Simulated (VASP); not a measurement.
# Mg8HO8 (a cell with a defect) in VASP: single point with PBE

Aim: the single point of Mg8HO8 (a cell with a defect) with PBE.

Everything below comes from runs of VASP 6.6.1. Logs are shortened: lines on timing, memory, paths and dates and some standing lists are left out, and cuts for length are marked.

## 1. The cell of the first run

The cell holds a defect, 17 atoms: a = 5.518 Å, b = 5.518 Å, c = 5.518 Å, α = 60.00°, β = 60.00°, γ = 60.00°.

## 2. Single point, PBE, collinear spin

Input file INCAR:

```
PREC     = Accurate       # precision mode
ENCUT    = 520            # plane-wave cutoff, eV
EDIFF    = 1E-6           # SCF threshold, eV
ISMEAR   = -1             # smearing method
SIGMA    = 0.02           # smearing width, eV
LREAL    = Auto         
LASPH    = True           # aspherical terms in the spheres
NELM     = 150            # most SCF steps
ALGO     = Normal         # electronic algorithm
ISIF     = 2              # what is computed and relaxed
LWAVE    = False          # write WAVECAR
LCHARG   = False          # write CHGCAR
ISPIN    = 2              # spin polarisation
MAGMOM   = 0 0 0 0 0 0 0 0 0 0 0 0 0 0 0 0 1 # initial moments
LORBIT   = 11             # projections on sites
GGA      = PE             # functional
NBANDS   = 50             # bands
```

Input file KPOINTS:

```
regular mesh
0
Gamma
  2 2 2
```

Input file POSCAR:

```
Mg8HO8
1.0
    0.0000000000      3.9020000000      3.9020000000
    3.9020000000      0.0000000000      3.9020000000
    3.9020000000      3.9020000000      0.0000000000
Mg O H
8 8 1
Direct
    0.0006305838      0.0009124870      0.0020878569
    0.0005823356      0.0008660059      0.4995083894
    0.0005500731      0.4984215524      0.0020131718
    0.0028559673      0.4992260572      0.5004397832
    0.4981289095      0.0008361367      0.0020158779
    0.4989509824      0.0031298007      0.5004444051
    0.4989796841      0.4992593424      0.0042794779
    0.4989925336      0.4992651415      0.5004613388
    0.2499454428      0.2502218067      0.2513728905
    0.2499730780      0.2502727554      0.7513754613
    0.2499357733      0.7502177664      0.2514477015
    0.2348880377      0.7553045144      0.7564096895
    0.7499442144      0.2502192426      0.2514311374
    0.7550265966      0.2351615256      0.7564191243
    0.7550073902      0.7552939527      0.2363588747
    0.7549913096      0.7552620279      0.7563181721
    0.6249636880      0.6252459846      0.6264270476
```

Potentials or basis: VASP PAW PBE potentials, release 64 (Mg, O, H).

The run is started by

```
cat potpaw_PBE.64/Mg/POTCAR potpaw_PBE.64/O/POTCAR potpaw_PBE.64/H/POTCAR > POTCAR
mpirun -np 1 vasp_std > vasp.out
```

OUTCAR:

```text
PREC = Accurate
   ENCUT = 520
   EDIFF = 1E-6
   ISMEAR = -1
   LREAL = Auto
   LASPH = True
   NELM = 150
   ISIF = 2
   ISPIN = 2
   LORBIT = 11
   GGA = PE

 ion  position               nearest neighbor table
   1  0.001  0.001  0.002-  15 1.92  14 1.92  12 1.92  13 1.95  11 1.95  10 1.95   2 2.74   5 2.74
                             3 2.74   4 2.76   6 2.76   7 2.76   7 2.76   6 2.76   4 2.76   3 2.77
   2  0.001  0.001  0.500-  16 1.92  14 1.92  12 1.92  11 1.95  13 1.95   9 1.95   1 2.74   5 2.75
                             3 2.75   4 2.76   6 2.76   8 2.76   8 2.76   6 2.76   4 2.76   3 2.77
   3  0.001  0.498  0.002-  15 1.92  12 1.92  16 1.92   9 1.95  10 1.95  13 1.95   1 2.74   2 2.75
                             5 2.75   7 2.76   4 2.76   8 2.76   8 2.76   4 2.76   7 2.76   5 2.77
   4  0.003  0.499  0.500-  17 1.70  10 1.94   9 1.94  11 1.94  14 2.00  16 2.00  15 2.00   6 2.74
                             7 2.74   8 2.74   2 2.76   1 2.76   3 2.76   3 2.76   1 2.76   2 2.76
   5  0.498  0.001  0.002-  15 1.92  14 1.92  16 1.92   9 1.95  10 1.95  11 1.95   1 2.74   2 2.75
                             3 2.75   7 2.76   6 2.76   8 2.76   8 2.76   6 2.76   7 2.76   3 2.77
   6  0.499  0.003  0.500-  17 1.70  10 1.94   9 1.94  13 1.94  12 2.00  16 2.00  15 2.00   4 2.74
                             7 2.74   8 2.74   2 2.76   1 2.76   5 2.76   5 2.76   1 2.76   2 2.76
   7  0.499  0.499  0.004-  17 1.70   9 1.94  13 1.94  11 1.94  14 2.00  12 2.00  16 2.00   4 2.74
                             6 2.74   8 2.74   5 2.76   3 2.76   1 2.76   1 2.76   3 2.76   5 2.76
   8  0.499  0.499  0.500-  17 1.70  10 1.94  11 1.94  13 1.94  12 2.00  14 2.00  15 2.00   6 2.74
                             4 2.74   7 2.74   5 2.76   2 2.76   3 2.76   3 2.76   2 2.76   5 2.76
   9  0.250  0.250  0.251-   4 1.94   7 1.94   6 1.94   2 1.95   5 1.95   3 1.95
  10  0.250  0.250  0.751-   8 1.94   4 1.94   6 1.94   1 1.95   3 1.95   5 1.95
  11  0.250  0.750  0.251-   8 1.94   4 1.94   7 1.94   1 1.95   2 1.95   5 1.95
  12  0.235  0.755  0.756-   2 1.92   3 1.92   1 1.92   6 2.00   7 2.00   8 2.00
  13  0.750  0.250  0.251-   8 1.94   6 1.94   7 1.94   1 1.95   2 1.95   3 1.95
  14  0.755  0.235  0.756-   2 1.92   5 1.92   1 1.92   4 2.00   7 2.00   8 2.00
  15  0.755  0.755  0.236-   3 1.92   5 1.92   1 1.92   6 2.00   4 2.00   8 2.00
  16  0.755  0.755  0.756-   2 1.92   3 1.92   5 1.92   6 2.00   4 2.00   7 2.00
  17  0.625  0.625  0.626-   7 1.70   6 1.70   4 1.70   8 1.70

  LATTYP: Found a face centered cubic cell.
 ALAT       =     7.8040000000

  Lattice vectors:

 A1 = (   0.0000000000,   3.9020000000,   3.9020000000)
 A2 = (   3.9020000000,   0.0000000000,   3.9020000000)
 A3 = (   3.9020000000,   3.9020000000,   0.0000000000)

Analysis of symmetry for initial positions (statically):
=====================================================================
 Subroutine PRICEL returns:
 Original cell was already a primitive cell.

 Routine SETGRP: Setting up the symmetry group for a
 face centered cubic supercell.

 Subroutine GETGRP returns: Found  1 space group operations
 (whereof  1 operations were pure point group operations)
 out of a pool of 48 trial point group operations.

The static configuration has the point symmetry C_1 .

Analysis of symmetry for dynamics (positions and initial velocities):
=====================================================================
 Subroutine PRICEL returns:
 Original cell was already a primitive cell.

 Routine SETGRP: Setting up the symmetry group for a
 face centered cubic supercell.

 Subroutine GETGRP returns: Found  1 space group operations
 (whereof  1 operations were pure point group operations)
 out of a pool of 48 trial point group operations.

The dynamic configuration has the point symmetry C_1 .

Analysis of structural, dynamic, and magnetic symmetry:
=====================================================================
 Subroutine PRICEL returns:
 Original cell was already a primitive cell.

 Routine SETGRP: Setting up the symmetry group for a
 face centered cubic supercell.

 Subroutine GETGRP returns: Found  1 space group operations
 (whereof  1 operations were pure point group operations)
 out of a pool of 48 trial point group operations.

The overall configuration has the point symmetry C_1 .

 Subroutine INISYM returns: Found  1 space group operations
 (whereof  1 operations are pure point group operations),
 and found     1 'primitive' translations

----------------------------------------------------------------------------------------

                                     Primitive cell

  volume of cell :     118.8206

  direct lattice vectors                    reciprocal lattice vectors
     0.000000000  3.902000000  3.902000000    -0.128139416  0.128139416  0.128139416
     3.902000000  0.000000000  3.902000000     0.128139416 -0.128139416  0.128139416
     3.902000000  3.902000000  0.000000000     0.128139416  0.128139416 -0.128139416

  length of vectors
     5.518261320  5.518261320  5.518261320     0.221943978  0.221943978  0.221943978

[... 74 lines left out ...]
  0.500000  0.000000  0.500000      1.000000
   k-points           NKPTS =      8   k-points in BZ     NKDIM =      8   number of bands    NBANDS=     50
   number of dos      NEDOS =    301   number of ions     NIONS =     17
   total plane-waves  NPLWV =  74088
   dimension x,y,z NGX =    42 NGY =   42 NGZ =   42
   dimension x,y,z NGXF=    84 NGYF=   84 NGZF=   84
   ions per type =               8   8   1
   NGX,Y,Z   is equivalent  to a cutoff of  12.65, 12.65, 12.65 a.u.
   NGXF,Y,Z  is equivalent  to a cutoff of  25.31, 25.31, 25.31 a.u.
 SYSTEM =  unknown system
   PREC   = accura    normal or accurate (medium, high low for compatibility)
   ISTART =      0    job   : 0-new  1-cont  2-samecut
   ICHARG =      2    charge: 1-file 2-atom 10-const
   ISPIN  =      2    spin polarized calculation?
   LNONCOLLINEAR =      F non collinear calculations
   LSORBIT =      F    spin-orbit coupling
   LASPH  =      T    aspherical Exc in radial PAW
   ENCUT  =  520.0 eV  38.22 Ry    6.18 a.u.  10.26 10.26 10.26*2*pi/ulx,y,z
   NELM   =    150;   NELMIN=  2; NELMDL= -5     # of ELM steps
   EDIFF  = 0.1E-05   stopping-criterion for ELM
   LREAL  =      T    real-space projection
   EDIFFG = 0.1E-04   stopping-criterion for IOM
   NSW    =      0    number of steps for IOM
   IBRION =     -1    ionic relax: 0-MD 1-quasi-New 2-CG
   NFREE  =      0    steps in history (QN), initial steepest desc. (CG)
   ISIF   =      2    stress and relaxation
   ISYM   =      2    0-nonsym 1-usesym 2-fastsym
   POTIM  = 0.5000    time-step for ionic-motion
   TEBEG  =    0.0;   TEEND  =   0.0 temperature during run
   PSTRESS=    0.0 pullay stress
   NELECT =      65.0000    total number of electrons
   NUPDOWN=      -1.0000    fix difference up-down
   EMIN   =  10.00;   EMAX   =-10.00  energy-range for DOS
   EFERMI =   0.00;   METHOD = LEGACY
   ISMEAR =    -1;   SIGMA  =   0.02  broadening in eV -4-tet -1-fermi 0-gaus
   EFERMI_NEDOS =   21; number of points for ismear=-14 and -15
   IALGO  =     38    algorithm
   IMIX   =      4    mixing-type and parameters
     AMIX     =   0.40;   BMIX     =  1.00
     AMIX_MAG =   1.60;   BMIX_MAG =  1.00
  volume/ion in A,a.u.               =       6.99        47.17
  Fermi-wavevector in a.u.,A,eV,Ry     =   1.338902  2.530157 24.390589  1.792658
  Thomas-Fermi vector in A             =   2.467336
   LORBIT       =     11    0 simple, 1 ext, 2 COOP (PROOUT), +10 PAW based schemes
   GGA     = PE    functional components
   LHFCALC =     F    Hartree Fock is set to
   AEXX    =    0.0000 exact exchange contribution
   IVDW    =     0    specifies the selected vdW correction
   LEPSILON=     F    determine dielectric tensor
   LRPA    =     F    only Hartree local field effects (RPA)
 spin polarized calculation
  energy-cutoff  :      520.00
  volume of cell :      118.82
 maximum number of plane-waves:      3250
 NGX is ok and might be reduce to    42
   NGX = 21   NGY = 21   NGZ = 21

 number of electron      64.9999999 magnetization       0.7502991

 Free energy of the ion-electron system (eV)
  ---------------------------------------------------
  ext. energy  EPLUGINS =         0.00000000
  ---------------------------------------------------
  free energy    TOTEN  =       -87.33796639 eV

  energy without entropy =      -87.33319257  energy(sigma->0) =      -87.33557948

 E-fermi :   9.3820     XC(G=0): -12.3125

 val. band max:        9.3683643242   @ k =   0.5000   0.5000   0.0000
 cond. band min:      10.1657699796   @ k =   0.0000   0.0000   0.5000
 fundamental gap:      0.7974056554
 Fermi energy:         9.3820332022

 spin component 1

 k-point     1 :       0.0000    0.0000    0.0000
  band No.  band energies     occupation
      1     -13.5121      1.00000
      2     -11.5678      1.00000
      3     -11.4781      1.00000
      4     -11.4779      1.00000
      5     -11.4778      1.00000
      6     -11.1353      1.00000
[... 365 lines left out ...]
     43      18.3879      0.00000
     44      18.4061      0.00000
 Fermi energy:         9.3820332022

 spin component 2

 k-point     1 :       0.0000    0.0000    0.0000
  band No.  band energies     occupation
      1     -13.4393      1.00000
      2     -11.4789      1.00000
      3     -11.4466      1.00000
      4     -11.4464      1.00000
      5     -11.4463      1.00000
      6     -11.0343      1.00000
[... 365 lines left out ...]
     43      18.4065      0.00000
     44      18.4195      0.00000
 [bands above 44 left out]

------------------------ aborting loop because EDIFF is reached ----------------------------------------

  FORCE on cell =-STRESS in cart. coord.  units (eV):
  Direction    XX          YY          ZZ          XY          YZ          ZX
  --------------------------------------------------------------------------------------
  -------------------------------------------------------------------------------------
  Total       56.2398043     56.2420643     56.2490651     -0.0091900      0.0018459      0.0023911
  in kB      758.3376048    758.3680783    758.4624767     -0.1239181      0.0248905      0.0322418
  external PRESSURE =     758.3893866 kB  Pullay stress =       0.0000000 kB

 VOLUME and BASIS-vectors are now :
 -----------------------------------------------------------------------------
  energy-cutoff  :      520.00
  volume of cell :      118.82
      direct lattice vectors                 reciprocal lattice vectors
     0.000000000  3.902000000  3.902000000    -0.128139416  0.128139416  0.128139416
     3.902000000  0.000000000  3.902000000     0.128139416 -0.128139416  0.128139416
     3.902000000  3.902000000  0.000000000     0.128139416  0.128139416 -0.128139416

 POSITION                                       TOTAL-FORCE (eV/Angst)
 -----------------------------------------------------------------------------------
      0.01171      0.01061      0.00602        -0.019311     -0.018652     -0.015443
      1.95246      1.95135      0.00565         0.009788      0.010503     -0.011089
      1.95270      0.01000      1.94699         0.007581     -0.011421      0.009729
      3.90070      1.96386      1.95912         0.014900     -0.018710     -0.014062
      0.01113      1.95156      1.94696        -0.012555      0.007987      0.009702
      1.96495      3.89964      1.95912        -0.018497      0.014239     -0.014028
[... 9 lines left out ...]
      5.89819      5.89713      5.89301        -0.001085     -0.001796     -0.009466
      4.88403      4.88293      4.87832        -0.002166     -0.001970     -0.001704
 -----------------------------------------------------------------------------------
    total drift:                               -0.001188      0.002052      0.000866

  FREE ENERGIE OF THE ION-ELECTRON SYSTEM (eV)
  ---------------------------------------------------
  free  energy   TOTEN  =       -87.3379663880 eV

  energy  without entropy=      -87.3331925738  energy(sigma->0) =      -87.33557948

 total charge

# of ion       s       p       d       tot
------------------------------------------
    1        0.193   0.282   0.150   0.624
    2        0.193   0.282   0.150   0.625
    3        0.193   0.282   0.149   0.624
    4        0.187   0.270   0.143   0.600
    5        0.193   0.282   0.149   0.624
    6        0.187   0.270   0.143   0.600
[... 9 lines left out ...]
   16        1.562   3.688   0.000   5.251
   17        0.621   0.030   0.000   0.651
--------------------------------------------------
tot         14.595  31.859   1.171  47.626

 magnetization (x)

# of ion       s       p       d       tot
------------------------------------------
    1        0.000   0.001   0.001   0.003
    2        0.000   0.001   0.001   0.003
    3        0.000   0.001   0.001   0.003
    4       -0.000   0.001   0.004   0.005
    5        0.000   0.001   0.001   0.003
    6       -0.000   0.001   0.004   0.005
[... 9 lines left out ...]
   16        0.007   0.070   0.000   0.077
   17        0.242   0.002   0.000   0.243
--------------------------------------------------
tot          0.271   0.290   0.022   0.583
```

It took 1.9 min on 1 thread of Intel Xeon 6975P-C (Granite Rapids), shared host; peak memory 0.34 GiB.

What came out:

```yaml
Free_energy: -87.3380 eV
Pressure: 75.8 GPa
Largest_force: 0.031 eV/Å
Net_moment: 0.75 μB per cell
Site_moments: Mg +0.00, +0.01 (each value once); O -0.00, +0.08 (each value once); H +0.24 μB
Valence_electrons_inside_the_program's_atomic_spheres: Mg 0.62, 0.60 (each value once); O 5.27, 5.25 (each value once); H 0.65
```

Forces in eV/Å, atoms in the order of the input:
```
Mg  -0.019 -0.019 -0.015
Mg   0.010  0.011 -0.011
Mg   0.008 -0.011  0.010
Mg   0.015 -0.019 -0.014
Mg  -0.013  0.008  0.010
Mg  -0.018  0.014 -0.014
Mg  -0.016 -0.016  0.016
Mg   0.015  0.015  0.018
O    0.015  0.013  0.012
O   -0.004 -0.003  0.008
O   -0.010  0.015 -0.004
O   -0.006  0.009  0.005
O    0.018 -0.010 -0.005
O    0.008 -0.007  0.005
O    0.003  0.003 -0.010
O   -0.001 -0.002 -0.009
H   -0.002 -0.002 -0.002
```

Levels at points of the mesh, in eV from the Fermi level:
Spin up:
| k point | band 29 | band 30 | band 31 | band 32 | band 33 | band 34 | band 35 | band 36 | band 37 | band 38 |
| --- | --- | --- | --- | --- | --- | --- | --- | --- | --- | --- |
| (0.00, 0.00, 0.00) | -5.13 | -4.20 | -4.20 | -4.20 | -1.81 | 3.37 | 5.03 | 5.09 | 5.09 | 5.24 |
| (0.50, 0.00, 0.00) | -4.74 | -4.74 | -4.67 | -4.67 | -0.43 | 5.18 | 5.61 | 6.81 | 6.84 | 6.84 |
| (0.00, 0.50, 0.00) | -4.74 | -4.74 | -4.67 | -4.67 | -0.43 | 5.18 | 5.61 | 6.81 | 6.84 | 6.84 |
| (0.00, 0.00, 0.50) | -4.74 | -4.74 | -4.67 | -4.67 | -0.43 | 5.18 | 5.61 | 6.81 | 6.84 | 6.84 |
| (0.50, 0.50, 0.50) | -4.74 | -4.74 | -4.67 | -4.67 | -0.43 | 5.18 | 5.61 | 6.81 | 6.84 | 6.84 |
| (0.50, 0.50, 0.00) | -5.18 | -5.08 | -5.08 | -5.07 | -0.01 | 6.46 | 6.68 | 7.32 | 7.47 | 7.47 |
| (0.00, 0.50, 0.50) | -5.18 | -5.08 | -5.08 | -5.07 | -0.01 | 6.46 | 6.68 | 7.32 | 7.47 | 7.47 |
| (0.50, 0.00, 0.50) | -5.18 | -5.08 | -5.08 | -5.07 | -0.01 | 6.46 | 6.68 | 7.32 | 7.47 | 7.47 |
Spin down:
| k point | band 30 | band 31 | band 32 | band 33 | band 34 | band 35 |
| --- | --- | --- | --- | --- | --- | --- |
| (0.00, 0.00, 0.00) | -4.12 | -4.12 | -4.12 | -0.54 | 3.41 | 5.04 |
| (0.50, 0.00, 0.00) | -4.71 | -4.55 | -4.55 | 0.78 | 5.20 | 5.65 |
| (0.00, 0.50, 0.00) | -4.71 | -4.55 | -4.55 | 0.78 | 5.20 | 5.65 |
| (0.00, 0.00, 0.50) | -4.71 | -4.55 | -4.55 | 0.78 | 5.20 | 5.65 |
| (0.50, 0.50, 0.50) | -4.71 | -4.55 | -4.55 | 0.78 | 5.20 | 5.65 |
| (0.50, 0.50, 0.00) | -5.03 | -4.93 | -4.93 | 1.22 | 6.50 | 6.71 |
| (0.00, 0.50, 0.50) | -5.03 | -4.93 | -4.93 | 1.22 | 6.50 | 6.71 |
| (0.50, 0.00, 0.50) | -5.03 | -4.93 | -4.93 | 1.22 | 6.50 | 6.71 |

Caveat: the k points lie up to 0.70 Å⁻¹ apart; a moment this small can come from the mesh or the smearing.
